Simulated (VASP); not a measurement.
# Ti (P6/mmm) in VASP: notebook

Ti is run at these levels: LDA; tasks: relaxation of cell and atoms.

Everything below comes from runs of VASP 6.6.1. Logs are shortened: lines on timing, memory, paths and dates and some standing lists are left out, and cuts for length are marked.

## 1. The cell of the first run

Symmetry: P6/mmm, No. 191, hexagonal system. Conventional cell: a = 4.600 Å, b = 4.600 Å, c = 2.820 Å, α = 90.00°, β = 90.00°, γ = 120.00°. Ti (site symmetry 6/mmm) has 14 Ti at 2.82 to 3.01 Å within 3.7 Å. Ti (site symmetry -6m2) has 11 Ti at 2.66 to 3.01 Å within 3.5 Å.

This isn't the form of Ti at room conditions, which is hcp.

## 2. Relaxation of cell and atoms, LDA, target pressure 20 GPa, at which the enthalpy is minimised

INCAR reads:

```
SYSTEM = Ti
PREC = Accurate
ENCUT = 600
EDIFF = 1E-6
ISMEAR = 0
SIGMA = 0.05
LREAL = .False.
LASPH = .True.
NELM = 100
ALGO = Normal
ISIF = 3
LWAVE = .False.
LCHARG = .False.
IBRION = 2
NSW = 60
EDIFFG = -0.01
PSTRESS = 200.0
```

KPOINTS reads:

```
Automatic mesh
0
Gamma
  7 7 9
  0 0 0
```

POSCAR reads:

```
Ti
1.0
    4.6000000000      0.0000000000      0.0000000000
   -2.3000000000      3.9837168600      0.0000000000
    0.0000000000      0.0000000000      2.8200000000
Ti
3
Direct
    0.0000000000      0.0000000000      0.0000000000
    0.3333333333      0.6666666667      0.5000000000
    0.6666666667      0.3333333333      0.5000000000
```

Potentials or basis: VASP PAW LDA potentials, release 64 (Ti_sv).

On the command line:

```bash
cat potpaw_LDA.64/Ti_sv/POTCAR > POTCAR
mpirun -np 1 vasp_std > vasp.out
```

OUTCAR:

```text
SYSTEM = Ti
   PREC = Accurate
   ENCUT = 600
   EDIFF = 1E-6
   ISMEAR = 0
   LREAL = .False.
   LASPH = .True.
   NELM = 100
   ISIF = 3
   IBRION = 2
   NSW = 60
   EDIFFG = -0.01
   PSTRESS = 200.0

 ion  position               nearest neighbor table
   1  0.000  0.000  0.000-
   2  0.333  0.667  0.500-   3 2.66   3 2.66   3 2.66
   3  0.667  0.333  0.500-   2 2.66   2 2.66   2 2.66

  LATTYP: Found a hexagonal cell.
 ALAT       =     4.6000000000
 C/A-ratio  =     0.6130434783

  Lattice vectors:

 A1 = (   4.6000000000,   0.0000000000,   0.0000000000)
 A2 = (  -2.3000000000,   3.9837168600,   0.0000000000)
 A3 = (   0.0000000000,   0.0000000000,   2.8200000000)

Analysis of symmetry for initial positions (statically):
=====================================================================
 Subroutine PRICEL returns:
 Original cell was already a primitive cell.

 Routine SETGRP: Setting up the symmetry group for a
 hexagonal supercell.

 Subroutine GETGRP returns: Found 24 space group operations
 (whereof 24 operations were pure point group operations)
 out of a pool of 24 trial point group operations.

The static configuration has the point symmetry D_6h.

Analysis of symmetry for dynamics (positions and initial velocities):
=====================================================================
 Subroutine PRICEL returns:
 Original cell was already a primitive cell.

 Routine SETGRP: Setting up the symmetry group for a
 hexagonal supercell.

 Subroutine GETGRP returns: Found 24 space group operations
 (whereof 24 operations were pure point group operations)
 out of a pool of 24 trial point group operations.

The dynamic configuration has the point symmetry D_6h.

 Subroutine INISYM returns: Found 24 space group operations
 (whereof 24 operations are pure point group operations),
 and found     1 'primitive' translations

----------------------------------------------------------------------------------------

                                     Primitive cell

  volume of cell :      51.6768

  direct lattice vectors                    reciprocal lattice vectors
     4.600000000  0.000000000  0.000000000     0.217391304  0.125510928  0.000000000
    -2.300000000  3.983716860  0.000000000     0.000000000  0.251021856  0.000000000
     0.000000000  0.000000000  2.820000000     0.000000000  0.000000000  0.354609929

  length of vectors
     4.600000000  4.600000002  2.820000000     0.251021856  0.251021856  0.354609929

  position of ions in fractional coordinates (direct lattice)
     0.000000000  0.000000000  0.000000000
     0.333333333  0.666666667  0.500000000
     0.666666667  0.333333333  0.500000000

  ion indices of the primitive-cell ions
   primitive index   ion index
                 1           1
                 2           2
                 3           3

----------------------------------------------------------------------------------------

 KPOINTS: Automatic mesh

Automatic generation of k-mesh.
 Grid dimensions read from file:
 generate k-points for:    7    7    9

 Generating k-lattice:

  Cartesian coordinates                     Fractional coordinates (reciprocal lattice)
     0.031055901  0.017930133  0.000000000     0.142857143  0.000000000  0.000000000
     0.000000000  0.035860265  0.000000000     0.000000000  0.142857143  0.000000000
     0.000000000  0.000000000  0.039401103     0.000000000  0.000000000  0.111111111

  Length of vectors
     0.035860265  0.035860265  0.039401103

  Shift w.r.t. Gamma in fractional coordinates (k-lattice)
     0.000000000  0.000000000  0.000000000

 Subroutine IBZKPT returns following result:
 ===========================================

 Found     40 irreducible k-points:

 Following reciprocal coordinates:
            Coordinates               Weight
  0.000000  0.000000  0.000000      1.000000
  0.142857 -0.000000  0.000000      6.000000
  0.285714 -0.000000  0.000000      6.000000
  0.428571 -0.000000  0.000000      6.000000
  0.142857  0.142857  0.000000      6.000000
  0.285714  0.142857  0.000000     12.000000
[... 16 lines left out ...]
  0.428571  0.142857  0.222222     12.000000
  0.285714  0.285714  0.222222     12.000000
 [... further k-points ...]
   k-points           NKPTS =     40   k-points in BZ     NKDIM =     40   number of bands    NBANDS=     22
   number of dos      NEDOS =    301   number of ions     NIONS =      3
   total plane-waves  NPLWV =  38400
   dimension x,y,z NGX =    40 NGY =   40 NGZ =   24
   dimension x,y,z NGXF=    80 NGYF=   80 NGZF=   48
   ions per type =               3
   NGX,Y,Z   is equivalent  to a cutoff of  14.46, 14.46, 14.15 a.u.
   NGXF,Y,Z  is equivalent  to a cutoff of  28.91, 28.91, 28.30 a.u.
 SYSTEM =  Ti
   PREC   = accura    normal or accurate (medium, high low for compatibility)
   ISTART =      0    job   : 0-new  1-cont  2-samecut
   ICHARG =      2    charge: 1-file 2-atom 10-const
   ISPIN  =      1    spin polarized calculation?
   LNONCOLLINEAR =      F non collinear calculations
   LSORBIT =      F    spin-orbit coupling
   LASPH  =      T    aspherical Exc in radial PAW
   ENCUT  =  600.0 eV  44.10 Ry    6.64 a.u.   9.19  9.19  5.63*2*pi/ulx,y,z
   NELM   =    100;   NELMIN=  2; NELMDL= -5     # of ELM steps
   EDIFF  = 0.1E-05   stopping-criterion for ELM
   LREAL  =      F    real-space projection
   EDIFFG = -.1E-01   stopping-criterion for IOM
   NSW    =     60    number of steps for IOM
   IBRION =      2    ionic relax: 0-MD 1-quasi-New 2-CG
   NFREE  =      1    steps in history (QN), initial steepest desc. (CG)
   ISIF   =      3    stress and relaxation
   ISYM   =      2    0-nonsym 1-usesym 2-fastsym
   POTIM  = 0.5000    time-step for ionic-motion
   TEBEG  =    0.0;   TEEND  =   0.0 temperature during run
   PSTRESS=  200.0 pullay stress
   NELECT =      36.0000    total number of electrons
   NUPDOWN=      -1.0000    fix difference up-down
   EMIN   =  10.00;   EMAX   =-10.00  energy-range for DOS
   EFERMI =   0.00;   METHOD = LEGACY
   ISMEAR =     0;   SIGMA  =   0.05  broadening in eV -4-tet -1-fermi 0-gaus
   EFERMI_NEDOS =   21; number of points for ismear=-14 and -15
   IALGO  =     38    algorithm
   IMIX   =      4    mixing-type and parameters
     AMIX     =   0.40;   BMIX     =  1.00
     AMIX_MAG =   1.60;   BMIX_MAG =  1.00
  volume/ion in A,a.u.               =      17.23       116.24
  Fermi-wavevector in a.u.,A,eV,Ry     =   1.451255  2.742475 28.655807  2.106142
  Thomas-Fermi vector in A             =   2.568774
   LORBIT       =      0    0 simple, 1 ext, 2 COOP (PROOUT), +10 PAW based schemes
   GGA     = CA    functional components
   LHFCALC =     F    Hartree Fock is set to
   AEXX    =    0.0000 exact exchange contribution
   IVDW    =     0    specifies the selected vdW correction
   LEPSILON=     F    determine dielectric tensor
   LRPA    =     F    only Hartree local field effects (RPA)
 conjugate gradient relaxation of ions
 non-spin polarized calculation
 Gauss-broadening in eV      SIGMA  =   0.05
  energy-cutoff  :      600.00
  volume of cell :       51.68
 maximum number of plane-waves:      1757
 NGX is ok and might be reduce to    40
   NGX = 19   NGY = 19   NGZ = 11

--------------------------------------- Ionic step        1  -------------------------------------------

 number of electron      35.9999997 magnetization

 Free energy of the ion-electron system (eV)
  ---------------------------------------------------
  ext. energy  EPLUGINS =         0.00000000
  ---------------------------------------------------
  free energy    TOTEN  =       -25.59246257 eV

  energy without entropy =      -25.58936049  energy(sigma->0) =      -25.59091153

 E-fermi :   8.0471     XC(G=0): -11.8239

 val. band max:        8.0239867992   @ k =   0.2857  -0.0000   0.1111
 cond. band min:       8.0537920696   @ k =   0.4286   0.1429   0.3333
 fundamental gap:      0.0298052704
 Fermi energy:         8.0471234564

 k-point     1 :       0.0000    0.0000    0.0000
  band No.  band energies     occupation
      1     -48.1388      2.00000
      2     -47.8709      2.00000
      3     -47.7078      2.00000
      4     -24.8406      2.00000
      5     -24.8406      2.00000
      6     -24.7145      2.00000
[... 589 lines left out ...]
     21       8.7785      0.00000
     22       9.0532      0.00000

 [... further k-points ...]

------------------------ aborting loop because EDIFF is reached ----------------------------------------

  FORCE on cell =-STRESS in cart. coord.  units (eV):
  Direction    XX          YY          ZZ          XY          YZ          ZX
  --------------------------------------------------------------------------------------
  -------------------------------------------------------------------------------------
  Total       -3.1610079     -3.1610079     -2.5588037      0.0000000      0.0000000     -0.0000000
  in kB      -98.0033144    -98.0033146    -79.3326856      0.0000000      0.0000000     -0.0000000
  external PRESSURE =    -291.7797715 kB  Pullay stress =     200.0000000 kB
[... 100 lines left out ...]
  energy  without entropy=      -25.4664543705  energy(sigma->0) =      -25.46901319

  enthalpy is  TOTEN    =       -20.1672491151 eV   P V=        5.3043228905

[... ionic steps 4 to 7 ...]

--------------------------------------- Ionic step        8  -------------------------------------------

 number of electron      35.9999997 magnetization

------------------------ aborting loop because EDIFF is reached ----------------------------------------
[... 73 lines left out ...]
--------------------------------------- Ionic step       10  -------------------------------------------

 number of electron      35.9999997 magnetization

 Free energy of the ion-electron system (eV)
  ---------------------------------------------------
  ext. energy  EPLUGINS =         0.00000000
  ---------------------------------------------------
  free energy    TOTEN  =       -25.40151854 eV

  energy without entropy =      -25.39623274  energy(sigma->0) =      -25.39887564

 E-fermi :  10.5299     XC(G=0): -12.8737

 val. band max:       10.5276654444   @ k =   0.1429  -0.0000   0.0000
 cond. band min:      10.5300007090   @ k =   0.2857   0.2857   0.2222
 fundamental gap:      0.0023352645
 Fermi energy:        10.5299435177

 k-point     1 :       0.0000    0.0000    0.0000
  band No.  band energies     occupation
      1     -45.3764      2.00000
      2     -45.0660      2.00000
      3     -44.7695      2.00000
      4     -22.2123      2.00000
      5     -22.2123      2.00000
      6     -22.1402      2.00000
[... 589 lines left out ...]
     21      11.4994      0.00000
     22      11.6561      0.00000

 [... further k-points ...]

------------------------ aborting loop because EDIFF is reached ----------------------------------------

  FORCE on cell =-STRESS in cart. coord.  units (eV):
  Direction    XX          YY          ZZ          XY          YZ          ZX
  --------------------------------------------------------------------------------------
  -------------------------------------------------------------------------------------
  Total        5.2195952      5.2195953      5.2101144      0.0000000      0.0000000      0.0000000
  in kB      199.8250011    199.8250014    199.4620407      0.0000000      0.0000000      0.0000000
  external PRESSURE =      -0.2959856 kB  Pullay stress =     200.0000000 kB
[... 22 lines left out ...]
  energy  without entropy=      -25.3962327433  energy(sigma->0) =      -25.39887564

  enthalpy is  TOTEN    =       -20.1773521744 eV   P V=        5.2241663657

 reached required accuracy - stopping structural energy minimisation
```

Run time: 3.8 min. Hardware: 1 thread of Intel Xeon 6975P-C (Granite Rapids), shared host; peak memory 0.2 GiB.

Results:

- Free energy: -25.4015 eV
- Relaxed volume: 13.95 Å³/atom
- Relaxed cell: a = 4.257 Å, b = 4.257 Å, c = 2.666 Å, α = 90.00°, β = 90.00°, γ = 120.00°
- Space group after relaxing (to 0.1 Å): P6/mmm (No. 191)
- Energy change on relaxing (the run minimises the enthalpy): +63.6 meV/atom
- Ionic steps: 10
- Pressure after relaxing: 20.0 GPa
- Band gap on the k mesh: zero (bands 18 and 19 overlap by 0.48 eV)

Step by step:
| step | energy change (eV) | largest force (eV/Å) | pressure (GPa) | volume (Å³) |
| --- | --- | --- | --- | --- |
| 1 | 0.0000 | 0.0000 | -9.18 | 51.68 |
| 2 | 3.6693 | 0.0000 | 103.11 | 31.58 |
| 3 | 0.1209 | 0.0000 | 17.34 | 42.49 |
| 4 | 0.1783 | 0.0000 | 19.51 | 41.99 |
| 5 | 0.2007 | 0.0000 | 20.32 | 41.81 |
| 6 | 0.1979 | 0.0000 | 20.27 | 41.80 |
| 7 | 0.1982 | 0.0000 | 20.26 | 41.79 |
| 8 | 0.1983 | 0.0000 | 20.26 | 41.79 |
| 9 | 0.1823 | 0.0000 | 19.69 | 41.92 |
| 10 | 0.1909 | 0.0000 | 19.97 | 41.85 |

Final structure:
```xyz
3
Lattice="4.2574 0.0000 0.0000 -2.1287 3.6870 0.0000 0.0000 0.0000 2.6661" Properties=species:S:1:pos:R:3 pbc="T T T"
Ti    0.0000    0.0000    0.0000
Ti    0.0000    2.4580    1.3330
Ti    2.1287    1.2290    1.3330
```

Caveat: the cell is relaxed towards a set pressure, so the run minimises the enthalpy, not the energy; the volume moved by over 15 % at a fixed basis, so the end points are rough. LDA usually gives volumes a few per cent too small.

## 3. Relaxation of cell and atoms, LDA, target pressure 30 GPa, at which the enthalpy is minimised

INCAR reads:

```
PREC = Accurate
ENCUT = 600
EDIFF = 1E-6
ISMEAR = 0
SIGMA = 0.05
LREAL = False
LASPH = True
NELM = 80
ALGO = Normal
ISIF = 3
LWAVE = False
LCHARG = False
GGA = CA
IBRION = 2
NSW = 60
EDIFFG = -0.01
PSTRESS = 300.0
```

KPOINTS reads:

```
regular mesh
0
Gamma
  7 7 9
```

POSCAR is that of step 2.

Potentials or basis: VASP PAW LDA potentials, release 64 (Ti_sv).

On the command line:

```bash
cat potpaw_LDA.64/Ti_sv/POTCAR > POTCAR
mpirun -np 1 vasp_std > vasp.out
```

OUTCAR:

```text
PREC = Accurate
   ENCUT = 600
   EDIFF = 1E-6
   ISMEAR = 0
   LREAL = False
   LASPH = True
   NELM = 80
   ISIF = 3
   GGA = CA
   IBRION = 2
   NSW = 60
   EDIFFG = -0.01
   PSTRESS = 300.0

 ion  position               nearest neighbor table
   1  0.000  0.000  0.000-
   2  0.333  0.667  0.500-   3 2.66   3 2.66   3 2.66
   3  0.667  0.333  0.500-   2 2.66   2 2.66   2 2.66

  LATTYP: Found a hexagonal cell.
 ALAT       =     4.6000000000
 C/A-ratio  =     0.6130434783

  Lattice vectors:

 A1 = (   4.6000000000,   0.0000000000,   0.0000000000)
 A2 = (  -2.3000000000,   3.9837168600,   0.0000000000)
 A3 = (   0.0000000000,   0.0000000000,   2.8200000000)

Analysis of symmetry for initial positions (statically):
=====================================================================
 Subroutine PRICEL returns:
[... 174 lines left out ...]

  energy without entropy =      -25.58936049  energy(sigma->0) =      -25.59091153

 E-fermi :   8.0471     XC(G=0): -11.8239

 val. band max:        8.0239867992   @ k =   0.2857  -0.0000   0.1111
 cond. band min:       8.0537920696   @ k =   0.4286   0.1429   0.3333
 fundamental gap:      0.0298052704
 Fermi energy:         8.0471234564

 k-point     1 :       0.0000    0.0000    0.0000
  band No.  band energies     occupation
      1     -48.1388      2.00000
      2     -47.8709      2.00000
      3     -47.7078      2.00000
      4     -24.8406      2.00000
      5     -24.8406      2.00000
      6     -24.7145      2.00000
[... 824 lines left out ...]
--------------------------------------- Ionic step        7  -------------------------------------------

 number of electron      36.0000001 magnetization

 Free energy of the ion-electron system (eV)
  ---------------------------------------------------
  ext. energy  EPLUGINS =         0.00000000
  ---------------------------------------------------
  free energy    TOTEN  =       -25.08834490 eV

  energy without entropy =      -25.08340648  energy(sigma->0) =      -25.08587569

 E-fermi :  11.1686     XC(G=0): -13.1306

 val. band max:       11.1636782599   @ k =   0.4286   0.1429   0.3333
 cond. band min:      11.1751038081   @ k =   0.2857   0.1429   0.1111
 fundamental gap:      0.0114255482
 Fermi energy:        11.1685867232

 k-point     1 :       0.0000    0.0000    0.0000
  band No.  band energies     occupation
      1     -44.7030      2.00000
      2     -44.3435      2.00000
      3     -44.0245      2.00000
      4     -21.6005      2.00000
      5     -21.6005      2.00000
      6     -21.4660      2.00000
[... 625 lines left out ...]
  energy  without entropy=      -25.0834064801  energy(sigma->0) =      -25.08587569

  enthalpy is  TOTEN    =       -17.6298986398 eV   P V=        7.4584462570

 reached required accuracy - stopping structural energy minimisation
```

OSZICAR:

```text
N       E                     dE             d eps       ncg     rms          rms(c)
DAV:   1     0.441758102388E+03    0.44176E+03   -0.20734E+04  1760   0.221E+03
DAV:   2     0.222856931296E+02   -0.41947E+03   -0.41537E+03  1778   0.593E+02
[... 90 lines left out ...]
DAV:   1    -0.250910190609E+02   -0.19611E-02   -0.16305E-01  1760   0.513E+00    0.371E-01
DAV:   2    -0.250893087444E+02    0.17103E-02   -0.11338E-02  2036   0.132E+00    0.221E-01
DAV:   3    -0.250892035259E+02    0.10522E-03   -0.90501E-03  2384   0.132E+00    0.226E-01
DAV:   4    -0.250883338224E+02    0.86970E-03   -0.55547E-03  2556   0.964E-01    0.228E-02
DAV:   5    -0.250883459719E+02   -0.12149E-04   -0.30607E-04  2260   0.189E-01    0.109E-02
DAV:   6    -0.250883451882E+02    0.78363E-06   -0.14905E-05  2596   0.397E-02    0.541E-03
DAV:   7    -0.250883448968E+02    0.29143E-06   -0.87397E-07  1182   0.122E-02
   7 F= -.17629899E+02 E0= -.17627429E+02  d E =-.684715E-02
```

CONTCAR:

```text
Ti
   1.00000000000000
     4.1851739953818461   -0.0000000000000000   -0.0000000000000000
    -2.0925869976909230    3.6244670020895566   -0.0000000000000000
    -0.0000000000000000    0.0000000000000000    2.6259111303307634
  Ti
     3
Direct
     0.0000000000000000    0.0000000000000000    0.0000000000000000
     0.3333333332999970    0.6666666667000030    0.5000000000000000
     0.6666666667000030    0.3333333332999970    0.5000000000000000

  0.00000000E+00  0.00000000E+00  0.00000000E+00
  0.00000000E+00  0.00000000E+00  0.00000000E+00
  0.00000000E+00  0.00000000E+00  0.00000000E+00
```

Run time: 3.1 min. Hardware: 1 thread of Intel Xeon 6975P-C (Granite Rapids), shared host; peak memory 0.2 GiB.

What came out:

- Free energy: -25.0883 eV
- Relaxed volume: 13.28 Å³/atom
- Relaxed cell: a = 4.185 Å, b = 4.185 Å, c = 2.626 Å, α = 90.00°, β = 90.00°, γ = 120.00°
- Space group after relaxing (to 0.1 Å): P6/mmm (No. 191)
- Energy change on relaxing (the run minimises the enthalpy): +168.0 meV/atom
- Ionic steps: 7
- Pressure after relaxing: 30.1 GPa
- Band gap on the k mesh: zero (bands 18 and 19 overlap by 0.54 eV)

The path:
```csv
step,energy change (eV),largest force (eV/Å),pressure (GPa),volume (Å³)
1,0.0000,0.0000,-9.18,51.68
2,8.6328,0.0000,197.55,26.14
3,0.2600,0.0000,22.37,41.37
4,0.4454,0.0000,28.25,40.19
5,0.5067,0.0000,30.07,39.86
6,0.5034,0.0000,30.07,39.84
7,0.5041,0.0000,30.10,39.83
```

Final structure:
```yaml
crystal:
  lattice:
    - [4.18517, 0.00000, 0.00000]
    - [-2.09259, 3.62447, 0.00000]
    - [0.00000, 0.00000, 2.62591]
  atoms:
    - { symbol: Ti, position: [0.00000, 0.00000, 0.00000] }
    - { symbol: Ti, position: [0.33333, 0.66667, 0.50000] }
    - { symbol: Ti, position: [0.66667, 0.33333, 0.50000] }
```

Levels at points of the mesh, in eV from the Fermi level:
| k point | band 16 | band 17 | band 18 | band 19 | band 20 | band 21 |
| --- | --- | --- | --- | --- | --- | --- |
| (0.00, 0.00, 0.00) | -0.71 | -0.59 | -0.59 | 0.04 | 0.84 | 1.54 |

Caveat: the cell is relaxed towards a set pressure, so the run minimises the enthalpy, not the energy; the volume moved by over 15 % at a fixed basis, so the end points are rough. LDA usually gives volumes a few per cent too small.
